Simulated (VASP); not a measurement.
Runs of VASP 6.6.1 on Ga. The structure is that of space group I4/mmm (No. 139), or close to it. The cells are those of the table. 

```csv
task,cell,gap on the mesh (eV),pressure (GPa)
single point,"a = 2.969 Å, angles 123.5, 123.5, 84.0°, 1 atom",none,5.1
single point,"a = 2.965 Å, angles 123.9, 123.9, 83.4°, 1 atom",none,(b)
electric field gradients,"a = 3.006 Å, angles 124.9, 124.9, 81.7°, 1 atom",none,(a)
electric field gradients,"a = 2.965 Å, angles 123.9, 123.9, 83.4°, 1 atom",none,5.9
single point,"a = 2.985 Å, angles 123.9, 123.9, 83.4°, 1 atom",none,4.4
single point,"a = 3.006 Å, angles 124.9, 124.9, 81.7°, 1 atom",none,4.4
electric field gradients,"a = 3.024 Å, angles 123.9, 123.9, 83.4°, 1 atom",none,1.9
```

Alike in all rows: level PBE; potentials or basis VASP PAW PBE potentials, release 64 (Ga_d); no spin polarisation; k mesh 14 × 14 × 16; cutoff (eV) 520; smearing fermi-dirac 0.05 eV.

Task: Fill in the values left out.

Result: (a) 4.5; (b) 5.8.

A k mesh can miss the band edges, and the runs leave out spin-orbit coupling on Ga.

A gap of «none» marks levels without a gap at the run's occupations.
